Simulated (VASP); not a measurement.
Set up this calculation in VASP 6.6.1, as the native input.

```yaml
Task: single point
Functional: r2SCAN
Potentials_or_basis: VASP PAW PBE potentials, release 64 (Ni, Ge_d)
Cutoff: 520 eV
k_mesh: 12 × 12 × 12
Occupations: gaussian, width 0.3 eV
Spin: no spin polarisation
Dipole_correction: no
Further_INCAR_settings: ALGO = Normal; EDIFF = 1e-07; NBANDS = 30
```

Crystal: Ni3Ge.

```xyz
4
Lattice="3.5303 0.0000 0.0000 0.0000 3.5303 0.0000 0.0000 0.0000 3.5303" Properties=species:S:1:pos:R:3 pbc="T T T"
Ni    1.7652    0.0000    1.7652
Ni    0.0000    1.7652    1.7652
Ni    1.7652    1.7652    0.0000
Ge    0.0000    0.0000    0.0000
```

These files were run (other wordings do the same):

POSCAR

```
Ni3Ge
1.0
    3.5303341067      0.0000000000      0.0000000000
    0.0000000000      3.5303341067      0.0000000000
    0.0000000000      0.0000000000      3.5303341067
Ni Ge
3 1
Direct
    0.5000000000      0.0000000000      0.5000000000
    0.0000000000      0.5000000000      0.5000000000
    0.5000000000      0.5000000000      0.0000000000
    0.0000000000      0.0000000000      0.0000000000
```

INCAR.step1

```
PREC     = Accurate       # precision mode
ENCUT    = 520            # plane-wave cutoff, eV
ISMEAR   = 0              # smearing method
SIGMA    = 0.3            # smearing width, eV
LREAL    = False          # projectors in reciprocal space
LASPH    = True           # aspherical terms in the spheres
NELM     = 60             # most SCF steps
NBANDS   = 30             # bands
GGA      = PE             # functional
ALGO     = Normal         # electronic algorithm
EDIFF    = 1E-4           # SCF threshold, eV
LWAVE    = True           # write WAVECAR
LCHARG   = False          # write CHGCAR
```

INCAR.step2

```
PREC     = Accurate       # precision mode
ENCUT    = 520            # plane-wave cutoff, eV
EDIFF    = 1E-7           # SCF threshold, eV
ISMEAR   = 0              # smearing method
SIGMA    = 0.3            # smearing width, eV
LREAL    = False          # projectors in reciprocal space
LASPH    = True           # aspherical terms in the spheres
NELM     = 60             # most SCF steps
ALGO     = Normal         # electronic algorithm
ISIF     = 2              # what is computed and relaxed
LWAVE    = False          # write WAVECAR
LCHARG   = False          # write CHGCAR
METAGGA  = R2SCAN         # meta-GGA
LMIXTAU  = True         
NBANDS   = 30             # bands
ISTART   = 1
```

KPOINTS

```
regular mesh
0
Gamma
  12 12 12
```

Potentials or basis: VASP PAW PBE potentials, release 64 (Ni, Ge_d).

Run with:

```console
$ cat potpaw_PBE.64/Ni/POTCAR potpaw_PBE.64/Ge_d/POTCAR > POTCAR
$ cp INCAR.step1 INCAR
$ mpirun -np 1 vasp_std > vasp.out
$ cp INCAR.step2 INCAR
$ mpirun -np 1 vasp_std > vasp.out
```

Results of the run:

| Property | Result |
| --- | --- |
| Pressure | 0.9 GPa |
| Band gap on the k mesh | zero (bands 22 and 23 overlap by 0.26 eV) |

Caveat: so wide a smearing shifts energies and pressures; the PAW data sets were made with another functional, which shifts forces and pressure a little.

Wall time 15 min on 1 thread of Intel Xeon 8259CL (shared host), peak memory 0.24 GiB.
